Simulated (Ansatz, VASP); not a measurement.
AlGa3N4 in VASP and in Ansatz

```
Al Ga N
1.0
     4.42675   -0.10336   -0.10336
    -0.10336    4.42675   -0.10336
    -0.10336   -0.10336    4.42675
Al Ga N
1 3 4
Cartesian
  0.0000 0.0000 0.0000
  2.1617 2.1617 -0.1034
  2.1617 -0.1034 2.1617
  -0.1034 2.1617 2.1617
  3.2380 3.2380 0.9294
  3.2380 0.9294 3.2380
  0.9294 3.2380 3.2380
  1.0347 1.0347 1.0347
```

Change from the starting cell: equal engineering shear yz, xz and xy -0.0467, equal normal strain along x, y and z +0.0000.

Alike in both runs: task single point; functional LDA; k mesh 6 × 6 × 6; occupations gaussian, width 0.05 eV; no spin polarisation.

```csv
,VASP,Ansatz
version,VASP 6.6.1,Ansatz 0.2.0
potentials or method,"VASP PAW LDA potentials, release 64 (Al, Ga_d, N), cutoff 520 eV","scalar-relativistic, plane waves, PAW"
valence electrons in the cell,62,62
```

|  | VASP | Ansatz | Ansatz less VASP |
| --- | --- | --- | --- |
| gap on the k mesh at the Fermi level (eV) | 2.31 | 2.30 | -0.005 |
| least direct gap on the mesh (eV) | 2.31 | 2.30 | -0.005 |
| pressure (GPa) | 2.9 | 1.9 | -1.01 |
| traceless stress, the component that is largest in VASP (GPa) | 10.95 | 10.78 | -0.168 |
| rms of the force components (eV/Å) | 0.613 | 0.592 | -0.0204 |

Ansatz warns that its potentials were made for another functional, while VASP's fit it. LDA's correlation is that of Perdew and Zunger in VASP and of Perdew and Wang (1992) in Ansatz. Atom by atom the forces differ by 0.024 eV/Å (rms over components).
